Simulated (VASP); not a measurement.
# P (P6_3/mmc) in VASP: further runs

The runs below take P through single point, with PBE.

Program: VASP 6.6.1. These are calculated values, not measurements. Logs are shortened: lines on timing, memory, paths and dates and some standing lists are left out, and cuts for length are marked.

### 1 The cell of the first run

Symmetry: P6_3/mmc, No. 194, hexagonal system. Conventional cell: a = 2.699 Å, b = 2.699 Å, c = 10.078 Å, α = 90.00°, β = 90.00°, γ = 120.00°. P (site symmetry -3m) has 12 P at 2.70 to 2.96 Å within 3.6 Å. P (site symmetry -6m2) has 12 P at 2.70 to 2.96 Å within 3.6 Å.

### 2 Single point, PBE (volume scaled by 1.08)

INCAR

```
SYSTEM = P
  ALGO = Normal
  EDIFF = 1E-6
  ENCUT = 520
  GGA = PE
  ISIF = 2
  ISMEAR = -1
  LASPH = .TRUE.
  LCHARG = .FALSE.
  LREAL = .FALSE.
  LWAVE = .FALSE.
  NBANDS = 18
  NELM = 100
  PREC = Accurate
  SIGMA = 0.1
```

KPOINTS

```
k-points
0
G
  15 15 4
  0 0 0
```

POSCAR

```
P
1.0
    2.6992474744      0.0000000000      0.0000000000
   -1.3496237372      2.3376168840      0.0000000000
    0.0000000000      0.0000000000     10.0784967531
P
4
Direct
    0.0000000000      1.0000000000      0.0000000000
    0.0000000000      1.0000000000      0.5000000000
    0.3333333333      0.6666666667      0.2500000000
    0.6666666667      0.3333333333      0.7500000000
```

Potentials or basis: VASP PAW PBE potentials, release 64 (P).

The run is started by

```sh
$ cat potpaw_PBE.64/P/POTCAR > POTCAR
$ mpirun -np 1 vasp_std > vasp.out
```

OUTCAR:

```text
SYSTEM = P
   EDIFF = 1E-6
   ENCUT = 520
   GGA = PE
   ISIF = 2
   ISMEAR = -1
   LASPH = .TRUE.
   LREAL = .FALSE.
   NELM = 100
   PREC = Accurate

 ion  position               nearest neighbor table
   1  0.000  0.000  0.000-
   2  0.000  0.000  0.500-
   3  0.333  0.667  0.250-
   4  0.667  0.333  0.750-

  LATTYP: Found a hexagonal cell.
 ALAT       =     2.6992474744
 C/A-ratio  =     3.7338172393

  Lattice vectors:

 A1 = (   2.6992474744,   0.0000000000,   0.0000000000)
 A2 = (  -1.3496237372,   2.3376168840,   0.0000000000)
 A3 = (   0.0000000000,   0.0000000000,  10.0784967531)

Analysis of symmetry for initial positions (statically):
=====================================================================
 Subroutine PRICEL returns:
 Original cell was already a primitive cell.

 Routine SETGRP: Setting up the symmetry group for a
 hexagonal supercell.

 Subroutine GETGRP returns: Found 24 space group operations
 (whereof 12 operations were pure point group operations)
 out of a pool of 24 trial point group operations.

The static configuration has the point symmetry D_3d.
 The point group associated with its full space group is D_6h.

Analysis of symmetry for dynamics (positions and initial velocities):
=====================================================================
 Subroutine PRICEL returns:
 Original cell was already a primitive cell.

 Routine SETGRP: Setting up the symmetry group for a
 hexagonal supercell.

 Subroutine GETGRP returns: Found 24 space group operations
 (whereof 12 operations were pure point group operations)
 out of a pool of 24 trial point group operations.

The dynamic configuration has the point symmetry D_3d.
 The point group associated with its full space group is D_6h.

 Subroutine INISYM returns: Found 24 space group operations
 (whereof 12 operations are pure point group operations),
 and found     1 'primitive' translations

----------------------------------------------------------------------------------------

                                     Primitive cell

  volume of cell :      63.5934

  direct lattice vectors                    reciprocal lattice vectors
     2.699247474  0.000000000  0.000000000     0.370473626  0.213893048  0.000000000
    -1.349623737  2.337616884  0.000000000     0.000000000  0.427786096  0.000000000
     0.000000000  0.000000000 10.078496753     0.000000000  0.000000000  0.099221146

  length of vectors
     2.699247474  2.699247474 10.078496753     0.427786096  0.427786096  0.099221146

  position of ions in fractional coordinates (direct lattice)
     0.000000000  0.000000000  0.000000000
     0.000000000  0.000000000  0.500000000
     0.333333333  0.666666667  0.250000000
     0.666666667  0.333333333  0.750000000

  ion indices of the primitive-cell ions
   primitive index   ion index
                 1           1
                 2           2
                 3           3
                 4           4

----------------------------------------------------------------------------------------

 KPOINTS: k-points

Automatic generation of k-mesh.
 Grid dimensions read from file:
 generate k-points for:   15   15    4

 Generating k-lattice:

  Cartesian coordinates                     Fractional coordinates (reciprocal lattice)
     0.024698242  0.014259537  0.000000000     0.066666667  0.000000000  0.000000000
     0.000000000  0.028519073  0.000000000     0.000000000  0.066666667  0.000000000
     0.000000000  0.000000000  0.024805287     0.000000000  0.000000000  0.250000000

  Length of vectors
     0.028519073  0.028519073  0.024805287

  Shift w.r.t. Gamma in fractional coordinates (k-lattice)
     0.000000000  0.000000000  0.000000000

 Subroutine IBZKPT returns following result:
 ===========================================

 Found     81 irreducible k-points:

 Following reciprocal coordinates:
            Coordinates               Weight
  0.000000  0.000000  0.000000      1.000000
  0.066667  0.000000  0.000000      6.000000
  0.133333  0.000000  0.000000      6.000000
  0.200000  0.000000  0.000000      6.000000
  0.266667  0.000000  0.000000      6.000000
  0.333333  0.000000  0.000000      6.000000
[... 16 lines left out ...]
  0.333333  0.200000  0.000000     12.000000
  0.400000  0.200000  0.000000      6.000000
 [... further k-points ...]
   k-points           NKPTS =     81   k-points in BZ     NKDIM =     81   number of bands    NBANDS=     18
   number of dos      NEDOS =    301   number of ions     NIONS =      4
   total plane-waves  NPLWV =  32000
   dimension x,y,z NGX =    20 NGY =   20 NGZ =   80
   dimension x,y,z NGXF=    40 NGYF=   40 NGZF=  160
   ions per type =               4
   NGX,Y,Z   is equivalent  to a cutoff of  12.32, 12.32, 13.20 a.u.
   NGXF,Y,Z  is equivalent  to a cutoff of  24.64, 24.64, 26.39 a.u.
 SYSTEM =  P
   PREC   = accura    normal or accurate (medium, high low for compatibility)
   ISTART =      0    job   : 0-new  1-cont  2-samecut
   ICHARG =      2    charge: 1-file 2-atom 10-const
   ISPIN  =      1    spin polarized calculation?
   LNONCOLLINEAR =      F non collinear calculations
   LSORBIT =      F    spin-orbit coupling
   LASPH  =      T    aspherical Exc in radial PAW
   ENCUT  =  520.0 eV  38.22 Ry    6.18 a.u.   5.02  5.02 18.74*2*pi/ulx,y,z
   NELM   =    100;   NELMIN=  2; NELMDL= -5     # of ELM steps
   EDIFF  = 0.1E-05   stopping-criterion for ELM
   LREAL  =      F    real-space projection
   EDIFFG = 0.1E-04   stopping-criterion for IOM
   NSW    =      0    number of steps for IOM
   IBRION =     -1    ionic relax: 0-MD 1-quasi-New 2-CG
   NFREE  =      0    steps in history (QN), initial steepest desc. (CG)
   ISIF   =      2    stress and relaxation
   ISYM   =      2    0-nonsym 1-usesym 2-fastsym
   POTIM  = 0.5000    time-step for ionic-motion
   TEBEG  =    0.0;   TEEND  =   0.0 temperature during run
   PSTRESS=    0.0 pullay stress
   NELECT =      20.0000    total number of electrons
   NUPDOWN=      -1.0000    fix difference up-down
   EMIN   =  10.00;   EMAX   =-10.00  energy-range for DOS
   EFERMI =   0.00;   METHOD = LEGACY
   ISMEAR =    -1;   SIGMA  =   0.10  broadening in eV -4-tet -1-fermi 0-gaus
   EFERMI_NEDOS =   21; number of points for ismear=-14 and -15
   IALGO  =     38    algorithm
   IMIX   =      4    mixing-type and parameters
     AMIX     =   0.40;   BMIX     =  1.00
     AMIX_MAG =   1.60;   BMIX_MAG =  1.00
  volume/ion in A,a.u.               =      15.90       107.29
  Fermi-wavevector in a.u.,A,eV,Ry     =   1.113305  2.103842 16.863720  1.239448
  Thomas-Fermi vector in A             =   2.249889
   LORBIT       =      0    0 simple, 1 ext, 2 COOP (PROOUT), +10 PAW based schemes
   GGA     = PE    functional components
   LHFCALC =     F    Hartree Fock is set to
   AEXX    =    0.0000 exact exchange contribution
   IVDW    =     0    specifies the selected vdW correction
   LEPSILON=     F    determine dielectric tensor
   LRPA    =     F    only Hartree local field effects (RPA)
 non-spin polarized calculation
  energy-cutoff  :      520.00
  volume of cell :       63.59
 maximum number of plane-waves:      1743
 NGX is ok and might be reduce to    20
   NGX =  9   NGY =  9   NGZ = 37

 number of electron      19.9999996 magnetization

 Free energy of the ion-electron system (eV)
  ---------------------------------------------------
  ext. energy  EPLUGINS =         0.00000000
  ---------------------------------------------------
  free energy    TOTEN  =       -18.15512587 eV

  energy without entropy =      -18.07847409  energy(sigma->0) =      -18.11679998

 E-fermi :   8.4861     XC(G=0): -11.0715

 val. band max:        8.4843448129   @ k =   0.3333   0.2000   0.2500
 cond. band min:       8.5069349122   @ k =   0.3333   0.0667   0.0000
 fundamental gap:      0.0225900993
 Fermi energy:         8.4860709120

 k-point     1 :       0.0000    0.0000    0.0000
  band No.  band energies     occupation
      1      -6.9618      2.00000
      2      -5.7090      2.00000
      3      -5.6847      2.00000
      4      -3.2786      2.00000
      5       1.0095      2.00000
      6       5.8792      2.00000
[... 10 lines left out ...]
     17      17.0147      0.00000
     18      20.2343      0.00000

 k-point     2 :       0.0667    0.0000    0.0000
  band No.  band energies     occupation
      1      -6.8479      2.00000
      2      -5.5961      2.00000
      3      -5.5717      2.00000
      4      -3.1681      2.00000
      5       1.1188      2.00000
      6       5.9785      2.00000
[... 10 lines left out ...]
     17      17.2798      0.00000
     18      19.5699      0.00000

 k-point     3 :       0.1333    0.0000    0.0000
  band No.  band energies     occupation
      1      -6.5070      2.00000
      2      -5.2580      2.00000
      3      -5.2337      2.00000
      4      -2.8380      2.00000
      5       1.4458      2.00000
      6       6.2718      2.00000
[... 10 lines left out ...]
     17      17.5710      0.00000
     18      18.2833      0.00000

 k-point     4 :       0.2000    0.0000    0.0000
  band No.  band energies     occupation
      1      -5.9412      2.00000
      2      -4.6975      2.00000
      3      -4.6733      2.00000
      4      -2.2929      2.00000
      5       1.9873      2.00000
      6       6.7368      2.00000
[... 375 lines left out ...]
      4       0.5065      2.00000
      5       4.2017      2.00000
      6       4.7461      2.00000
[... 10 lines left out ...]
     17      14.7801      0.00000
     18      16.8548      0.00000

 k-point    23 :       0.3333    0.2000    0.0000
  band No.  band energies     occupation
      1      -1.6047      2.00000
      2      -0.5053      2.00000
      3      -0.4979      2.00000
      4       1.0552      2.00000
      5       2.8945      2.00000
      6       3.3940      2.00000
[... 10 lines left out ...]
     17      14.3901      0.00000
     18      15.8656      0.00000

 k-point    24 :       0.4000    0.2000    0.0000
  band No.  band energies     occupation
      1      -0.5668      2.00000
      2      -0.1089      2.00000
      3       0.2528      2.00000
      4       0.8288      2.00000
      5       2.2191      2.00000
      6       2.4843      2.00000
[... 10 lines left out ...]
     17      14.4111      0.00000
     18      15.4243      0.00000

 [... further k-points ...]
[... 5 lines left out ...]
  --------------------------------------------------------------------------------------
  -------------------------------------------------------------------------------------
  Total       -2.7686826     -2.7686826     -1.9425776      0.0000000      0.0000000      0.0000000
  in kB      -69.7544548    -69.7544548    -48.9414866      0.0000000      0.0000000      0.0000000
  external PRESSURE =     -62.8167987 kB  Pullay stress =       0.0000000 kB

 VOLUME and BASIS-vectors are now :
 -----------------------------------------------------------------------------
  energy-cutoff  :      520.00
  volume of cell :       63.59
      direct lattice vectors                 reciprocal lattice vectors
     2.699247474  0.000000000  0.000000000     0.370473626  0.213893048  0.000000000
    -1.349623737  2.337616884  0.000000000     0.000000000  0.427786096  0.000000000
     0.000000000  0.000000000 10.078496753     0.000000000  0.000000000  0.099221146

 POSITION                                       TOTAL-FORCE (eV/Angst)
 -----------------------------------------------------------------------------------
      0.00000      0.00000      0.00000         0.000000      0.000000      0.000000
      0.00000      0.00000      5.03925         0.000000      0.000000      0.000000
     -0.00000      1.55841      2.51962         0.000000     -0.000000     -0.000000
      1.34962      0.77921      7.55887        -0.000000      0.000000      0.000000
 -----------------------------------------------------------------------------------
    total drift:                                0.000000      0.000000      0.000000

  FREE ENERGIE OF THE ION-ELECTRON SYSTEM (eV)
  ---------------------------------------------------
  free  energy   TOTEN  =       -18.1551258656 eV

  energy  without entropy=      -18.0784740876  energy(sigma->0) =      -18.11679998
```

Run time: 37 s. Hardware: 1 thread of Intel Xeon 6975P-C (Granite Rapids), shared host; peak memory 0.2 GiB.

Results:

```
Free energy            : -18.1551 eV
Pressure               : -6.3 GPa
Band gap on the k mesh : zero (band 10 reaches 14.60 eV, above the bottom of band 11 at 4.96 eV)
```

### 3 Single point, PBE (volume scaled by 1.12)

INCAR

```
ALGO = Normal
EDIFF = 1E-6
ENCUT = 520
GGA = PE
ISIF = 2
ISMEAR = -1
LASPH = True
LCHARG = False
LREAL = False
LWAVE = False
NBANDS = 18
NELM = 80
PREC = Accurate
SIGMA = 0.1
```

KPOINTS

```
k-points
0
Gamma
  15 15 4
```

POSCAR

```
P
1.0
    2.7321683711      0.0000000000      0.0000000000
   -1.3660841855      2.3661272168      0.0000000000
    0.0000000000      0.0000000000     10.2014173645
P
4
Direct
    0.0000000000      1.0000000000      0.0000000000
    0.0000000000      1.0000000000      0.5000000000
    0.3333333333      0.6666666667      0.2500000000
    0.6666666667      0.3333333333      0.7500000000
```

Potentials or basis: VASP PAW PBE potentials, release 64 (P).

The run is started by

```sh
$ cat potpaw_PBE.64/P/POTCAR > POTCAR
$ mpirun -np 1 vasp_std > vasp.out
```

It took 34 s on 1 thread of Intel Xeon 6975P-C (Granite Rapids), shared host; peak memory 0.21 GiB.

It converged, with:

```yaml
Free_energy: -18.0467 eV
Pressure: -8.5 GPa
Band_gap_on_the_k_mesh: zero (band 10 reaches 13.83 eV, above the bottom of band 11 at 4.64 eV)
```

Stress tensor (GPa, compression positive):
```
-9.39  0.00  0.00
 0.00 -9.39  0.00
 0.00  0.00 -6.62
```

Levels at points of the mesh, in eV from the Fermi level:
| k point | band 6 | band 7 | band 8 | band 9 | band 10 | band 11 | band 12 | band 13 | band 14 | band 15 |
| --- | --- | --- | --- | --- | --- | --- | --- | --- | --- | --- |
| (0.00, 0.00, 0.00) | -2.51 | -2.50 | 3.61 | 5.70 | 5.70 | 6.16 | 6.16 | 6.19 | 6.19 | 6.75 |
| (0.00, 0.00, 0.50) | -5.63 | 1.14 | 1.14 | 5.83 | 5.83 | 5.83 | 5.83 | 6.56 | 6.56 | 6.56 |
